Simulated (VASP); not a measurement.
The system is TiS2.

```
CELL_PARAMETERS angstrom
3.44471 0.00000 0.00000
-1.72235 2.98320 0.00000
0.00000 0.00000 5.79611
ATOMIC_POSITIONS crystal
Ti 0.00000 0.00000 0.00000
S 0.33333 0.66667 0.24048
S 0.66667 0.33333 0.75952
```

This cell differs from its parent crystal: strain +1.0%.

Base run:

* Program: VASP 6.6.1
* Functional: r2SCAN
* Potentials or basis: VASP PAW PBE potentials, release 64 (Ti_sv, S)
* Cutoff: 550 eV
* k mesh: 12 × 12 × 4
* Occupations: fermi-dirac, width 0.02 eV
* Spin: no spin polarisation

Its results: band gap on the k mesh 0.29 eV (least direct gap 0.68 eV); pressure -0.4 GPa; largest force 0.026 eV/Å.

**Question.** The run is repeated on the same cell with these changes: functional from r2SCAN to PBE; cutoff from 550 eV to 500 eV. What comes out?

**Answer.** Band gap on the k mesh 0.04 eV (least direct gap 0.44 eV); pressure 0.2 GPa; largest force 0.091 eV/Å.

Caveats: semilocal functionals underestimate gaps, and a narrow one can read as zero; the PAW data sets were made with another functional, which shifts forces and pressure a little (at least some runs); this functional lacks dispersion, which binds layers or chains, so the pressure and a relaxed spacing across them are unreliable (at least some runs).

A k mesh can miss the band edges.
